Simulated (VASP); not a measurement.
# TaAs (I4_1md) in VASP: notebook

TaAs is run at these levels: PBE; tasks: single point.

Program: VASP 6.6.1. These are calculated values, not measurements. Logs are shortened: lines on timing, memory, paths and dates and some standing lists are left out, and cuts for length are marked.

**1. The cell of the first run**

It takes space group I4_1md (No. 109, tetragonal). Conventional cell: a = 3.463 Å, b = 3.463 Å, c = 11.265 Å, α = 90.00°, β = 90.00°, γ = 90.00°. Within 3.5 Å of Ta (site symmetry 2mm) lie 6 As at 2.56 to 2.62 Å and 8 Ta at 3.31 to 3.46 Å. Within 3.5 Å of As (site symmetry 2mm) lie 6 Ta at 2.56 to 2.62 Å and 8 As at 3.31 to 3.46 Å.

**2. Single point, PBE (strain +0.000 along x and y, -0.040 along z)**

INCAR

```
PREC = Accurate
ENCUT = 520
EDIFF = 1E-7
ISMEAR = 0
SIGMA = 0.15
LREAL = False
LASPH = True
NELM = 60
ALGO = Normal
ISIF = 2
LWAVE = False
LCHARG = False
GGA = PE
NBANDS = 24
```

KPOINTS

```
regular mesh
0
Gamma
  20 20 20
```

POSCAR

```
TaAs
1.0
   -1.7314485851      1.7314485851      5.6326021896
    1.7314485851     -1.7314485851      5.6326021896
    1.7314485851      1.7314485851     -5.6326021896
Ta As
2 2
Direct
    0.5001741996      0.0001741996      0.5000000000
    0.7501741996      0.7501741996      0.0000000000
    0.0824252204      0.5824252204      0.5000000000
    0.3324252204      0.3324252204      0.0000000000
```

Potentials or basis: VASP PAW PBE potentials, release 64 (Ta_pv, As).

Started as:

```bash
> cat potpaw_PBE.64/Ta_pv/POTCAR potpaw_PBE.64/As/POTCAR > POTCAR
> mpirun -np 1 vasp_std > vasp.out
```

OUTCAR:

```text
PREC = Accurate
   ENCUT = 520
   EDIFF = 1E-7
   ISMEAR = 0
   LREAL = False
   LASPH = True
   NELM = 60
   ISIF = 2
   GGA = PE

 ion  position               nearest neighbor table
   1  0.500  0.000  0.500-   4 2.56   4 2.56   3 2.62   3 2.62   3 2.62   3 2.62   2 3.31   2 3.31
                             2 3.31   2 3.31
   2  0.750  0.750  0.000-   3 2.56   3 2.56   4 2.62   4 2.62   4 2.62   4 2.62   1 3.31   1 3.31
                             1 3.31   1 3.31
   3  0.082  0.582  0.500-   2 2.56   2 2.56   1 2.62   1 2.62   1 2.62   1 2.62
   4  0.332  0.332  0.000-   1 2.56   1 2.56   2 2.62   2 2.62   2 2.62   2 2.62

  LATTYP: Found a body centered tetragonal cell.
 ALAT       =     3.4628971702
 C/A-ratio  =     3.2531154769

  Lattice vectors:

 A1 = (  -1.7314485851,   1.7314485851,   5.6326021896)
 A2 = (   1.7314485851,  -1.7314485851,   5.6326021896)
 A3 = (   1.7314485851,   1.7314485851,  -5.6326021896)

Analysis of symmetry for initial positions (statically):
=====================================================================
 Subroutine PRICEL returns:
 Original cell was already a primitive cell.

 Routine SETGRP: Setting up the symmetry group for a
 body centered tetragonal supercell.

 Subroutine GETGRP returns: Found  8 space group operations
 (whereof  4 operations were pure point group operations)
 out of a pool of 16 trial point group operations.

The static configuration has the point symmetry C_2v.
 The point group associated with its full space group is C_4v.

Analysis of symmetry for dynamics (positions and initial velocities):
=====================================================================
 Subroutine PRICEL returns:
 Original cell was already a primitive cell.

 Routine SETGRP: Setting up the symmetry group for a
 body centered tetragonal supercell.

 Subroutine GETGRP returns: Found  8 space group operations
 (whereof  4 operations were pure point group operations)
 out of a pool of 16 trial point group operations.

The dynamic configuration has the point symmetry C_2v.
 The point group associated with its full space group is C_4v.

 Subroutine INISYM returns: Found  8 space group operations
 (whereof  4 operations are pure point group operations),
 and found     1 'primitive' translations

----------------------------------------------------------------------------------------

                                     Primitive cell

  volume of cell :      67.5442

  direct lattice vectors                    reciprocal lattice vectors
    -1.731448585  1.731448585  5.632602190     0.000000000  0.288775540  0.088768918
     1.731448585 -1.731448585  5.632602190     0.288775540  0.000000000  0.088768918
     1.731448585  1.731448585 -5.632602190     0.288775540  0.288775540  0.000000000

  length of vectors
     6.141826750  6.141826750  6.141826750     0.302111293  0.302111293  0.408390285

  position of ions in fractional coordinates (direct lattice)
     0.500174200  0.000174200  0.500000000
     0.750174200  0.750174200  0.000000000
     0.082425220  0.582425220  0.500000000
     0.332425220  0.332425220  0.000000000

  ion indices of the primitive-cell ions
   primitive index   ion index
                 1           1
                 2           2
                 3           3
                 4           4

----------------------------------------------------------------------------------------

 KPOINTS: regular mesh

Automatic generation of k-mesh.
 Grid dimensions read from file:
 generate k-points for:   20   20   20

 Generating k-lattice:

  Cartesian coordinates                     Fractional coordinates (reciprocal lattice)
     0.000000000  0.014438777  0.004438446     0.050000000  0.000000000  0.000000000
     0.014438777  0.000000000  0.004438446     0.000000000  0.050000000  0.000000000
     0.014438777  0.014438777  0.000000000     0.000000000  0.000000000  0.050000000

  Length of vectors
     0.015105565  0.015105565  0.020419514

  Shift w.r.t. Gamma in fractional coordinates (k-lattice)
     0.000000000  0.000000000  0.000000000

 Subroutine IBZKPT returns following result:
 ===========================================

 Found    641 irreducible k-points:

 Following reciprocal coordinates:
            Coordinates               Weight
  0.000000  0.000000  0.000000      1.000000
  0.050000 -0.000000  0.000000      8.000000
  0.100000  0.000000 -0.000000      8.000000
  0.150000  0.000000  0.000000      8.000000
  0.200000  0.000000 -0.000000      8.000000
  0.250000 -0.000000  0.000000      8.000000
[... 16 lines left out ...]
 -0.400000  0.050000 -0.000000     16.000000
 -0.350000  0.050000 -0.000000     16.000000
 [... further k-points ...]
   k-points           NKPTS =    641   k-points in BZ     NKDIM =    641   number of bands    NBANDS=     24
   number of dos      NEDOS =    301   number of ions     NIONS =      4
   total plane-waves  NPLWV = 110592
   dimension x,y,z NGX =    48 NGY =   48 NGZ =   48
   dimension x,y,z NGXF=    96 NGYF=   96 NGZF=   96
   ions per type =               2   2
   NGX,Y,Z   is equivalent  to a cutoff of  12.99, 12.99, 12.99 a.u.
   NGXF,Y,Z  is equivalent  to a cutoff of  25.99, 25.99, 25.99 a.u.
 SYSTEM =  unknown system
   PREC   = accura    normal or accurate (medium, high low for compatibility)
   ISTART =      0    job   : 0-new  1-cont  2-samecut
   ICHARG =      2    charge: 1-file 2-atom 10-const
   ISPIN  =      1    spin polarized calculation?
   LNONCOLLINEAR =      F non collinear calculations
   LSORBIT =      F    spin-orbit coupling
   LASPH  =      T    aspherical Exc in radial PAW
   ENCUT  =  520.0 eV  38.22 Ry    6.18 a.u.  11.42 11.42 11.42*2*pi/ulx,y,z
   NELM   =     60;   NELMIN=  2; NELMDL= -5     # of ELM steps
   EDIFF  = 0.1E-06   stopping-criterion for ELM
   LREAL  =      F    real-space projection
   EDIFFG = 0.1E-05   stopping-criterion for IOM
   NSW    =      0    number of steps for IOM
   IBRION =     -1    ionic relax: 0-MD 1-quasi-New 2-CG
   NFREE  =      0    steps in history (QN), initial steepest desc. (CG)
   ISIF   =      2    stress and relaxation
   ISYM   =      2    0-nonsym 1-usesym 2-fastsym
   POTIM  = 0.5000    time-step for ionic-motion
   TEBEG  =    0.0;   TEEND  =   0.0 temperature during run
   PSTRESS=    0.0 pullay stress
   NELECT =      32.0000    total number of electrons
   NUPDOWN=      -1.0000    fix difference up-down
   EMIN   =  10.00;   EMAX   =-10.00  energy-range for DOS
   EFERMI =   0.00;   METHOD = LEGACY
   ISMEAR =     0;   SIGMA  =   0.15  broadening in eV -4-tet -1-fermi 0-gaus
   EFERMI_NEDOS =   21; number of points for ismear=-14 and -15
   IALGO  =     38    algorithm
   IMIX   =      4    mixing-type and parameters
     AMIX     =   0.40;   BMIX     =  1.00
     AMIX_MAG =   1.60;   BMIX_MAG =  1.00
  volume/ion in A,a.u.               =      16.89       113.95
  Fermi-wavevector in a.u.,A,eV,Ry     =   1.276229  2.411724 22.160644  1.628761
  Thomas-Fermi vector in A             =   2.408897
   LORBIT       =      0    0 simple, 1 ext, 2 COOP (PROOUT), +10 PAW based schemes
   GGA     = PE    functional components
   LHFCALC =     F    Hartree Fock is set to
   AEXX    =    0.0000 exact exchange contribution
   IVDW    =     0    specifies the selected vdW correction
   LEPSILON=     F    determine dielectric tensor
   LRPA    =     F    only Hartree local field effects (RPA)
 non-spin polarized calculation
 Gauss-broadening in eV      SIGMA  =   0.15
  energy-cutoff  :      520.00
  volume of cell :       67.54
 maximum number of plane-waves:      1854
 NGX is ok and might be reduce to    48
   NGX = 23   NGY = 23   NGZ = 23

 number of electron      32.0000001 magnetization

 Free energy of the ion-electron system (eV)
  ---------------------------------------------------
  ext. energy  EPLUGINS =         0.00000000
  ---------------------------------------------------
  free energy    TOTEN  =       -35.01152342 eV

  energy without entropy =      -35.00733965  energy(sigma->0) =      -35.00943153

 E-fermi :   7.2616     XC(G=0): -12.0599

 val. band max:        7.2533121073   @ k =   0.5000  -0.0000   0.0000
 cond. band min:       7.2712418585   @ k =  -0.0500  -0.4500   0.0500
 fundamental gap:      0.0179297511
 Fermi energy:         7.2615607684

 k-point     1 :       0.0000    0.0000    0.0000
  band No.  band energies     occupation
      1     -27.6302      2.00000
      2     -27.6088      2.00000
      3     -27.6088      2.00000
      4     -27.4317      2.00000
      5     -27.4317      2.00000
      6     -27.3218      2.00000
[... 16 lines left out ...]
     23      11.5079      0.00000
     24      11.5079      0.00000

 k-point     2 :       0.0500   -0.0000    0.0000
  band No.  band energies     occupation
      1     -27.6302      2.00000
      2     -27.6110      2.00000
      3     -27.6084      2.00000
      4     -27.4353      2.00000
      5     -27.4312      2.00000
      6     -27.3225      2.00000
[... 16 lines left out ...]
     23      11.2386      0.00000
     24      11.6256      0.00000

 k-point     3 :       0.1000    0.0000   -0.0000
  band No.  band energies     occupation
      1     -27.6352      2.00000
      2     -27.6126      2.00000
      3     -27.6075      2.00000
      4     -27.4457      2.00000
      5     -27.4299      2.00000
      6     -27.3246      2.00000
[... 16 lines left out ...]
     23      11.3236      0.00000
     24      11.9473      0.00000
[... 514 lines left out ...]
 k-point    23 :      -0.4000    0.0500   -0.0000
  band No.  band energies     occupation
      1     -27.7638      2.00000
      2     -27.6011      2.00000
      3     -27.5843      2.00000
      4     -27.5162      2.00000
      5     -27.4183      2.00000
      6     -27.3637      2.00000
[... 16 lines left out ...]
     23      12.0012      0.00000
     24      13.8933      0.00000

 k-point    24 :      -0.3500    0.0500   -0.0000
  band No.  band energies     occupation
      1     -27.7458      2.00000
      2     -27.6025      2.00000
      3     -27.5785      2.00000
      4     -27.5204      2.00000
      5     -27.4204      2.00000
      6     -27.3547      2.00000
[... 16 lines left out ...]
     23      12.0415      0.00000
     24      13.7897      0.00000

 [... further k-points ...]
[... 5 lines left out ...]
  --------------------------------------------------------------------------------------
  -------------------------------------------------------------------------------------
  Total        2.3669835      2.3669835      5.2297312      0.0000000      0.0000000      0.0000000
  in kB       56.1458354     56.1458354    124.0514022      0.0000000      0.0000000      0.0000000
  external PRESSURE =      78.7810243 kB  Pullay stress =       0.0000000 kB

 VOLUME and BASIS-vectors are now :
 -----------------------------------------------------------------------------
  energy-cutoff  :      520.00
  volume of cell :       67.54
      direct lattice vectors                 reciprocal lattice vectors
    -1.731448585  1.731448585  5.632602190     0.000000000  0.288775540  0.088768918
     1.731448585 -1.731448585  5.632602190     0.288775540  0.000000000  0.088768918
     1.731448585  1.731448585 -5.632602190     0.288775540  0.288775540  0.000000000

 POSITION                                       TOTAL-FORCE (eV/Angst)
 -----------------------------------------------------------------------------------
      0.00000      1.73145      0.00196         0.000000     -0.000000      0.350202
      0.00000      0.00000      8.45087        -0.000000      0.000000      0.350202
      1.73145      0.00000      0.92854         0.000000      0.000000     -0.350202
      0.00000      0.00000      3.74484        -0.000000     -0.000000     -0.350202
 -----------------------------------------------------------------------------------
    total drift:                                0.000000      0.000000      0.000189

  FREE ENERGIE OF THE ION-ELECTRON SYSTEM (eV)
  ---------------------------------------------------
  free  energy   TOTEN  =       -35.0115234195 eV

  energy  without entropy=      -35.0073396470  energy(sigma->0) =      -35.00943153
```

It took 19 min on 1 thread of Intel Xeon Platinum 8488C (Sapphire Rapids), shared host; peak memory 1.1 GiB.

What came out:

```yaml
Free_energy: -35.0115 eV
Pressure: 7.9 GPa
Largest_force: 0.350 eV/Å
Band_gap_on_the_k_mesh: zero (filled and empty bands touch)
```

Forces in eV/Å, atoms in the order of the input:
```
Ta   0.000  0.000  0.350
Ta   0.000  0.000  0.350
As   0.000  0.000 -0.350
As   0.000  0.000 -0.350
```

Stress tensor (GPa, compression positive):
```
 5.61  0.00  0.00
 0.00  5.61  0.00
 0.00  0.00 12.41
```

Levels at points of the mesh, in eV from the Fermi level:
```tsv
k point	band 12	band 13	band 14	band 15	band 16	band 17	band 18	band 19	band 20	band 21
(0.00, 0.00, 0.00)	-2.69	-2.34	-1.74	-1.74	-1.74	0.74	1.60	2.57	3.08	3.08
(0.50, 0.00, 0.00)	-3.69	-2.57	-2.25	-1.47	-0.01	0.06	1.42	2.26	2.62	3.04
(0.50, 0.50, 0.00)	-5.21	-3.06	-3.06	-1.21	-1.21	2.68	2.68	3.14	3.14	4.14
(0.50, 0.50, 0.50)	-3.08	-2.91	-2.91	-1.11	-1.11	1.14	1.14	2.51	2.51	3.44
```

Caveat: the cell differs from its parent crystal (strain +0.000 along x and y, -0.040 along z); the stress differs along the axes, from 6 to 12 GPa; spin-orbit coupling is left out, which moves the levels of the heavy elements.

(Part 1 of 2 ends here.)
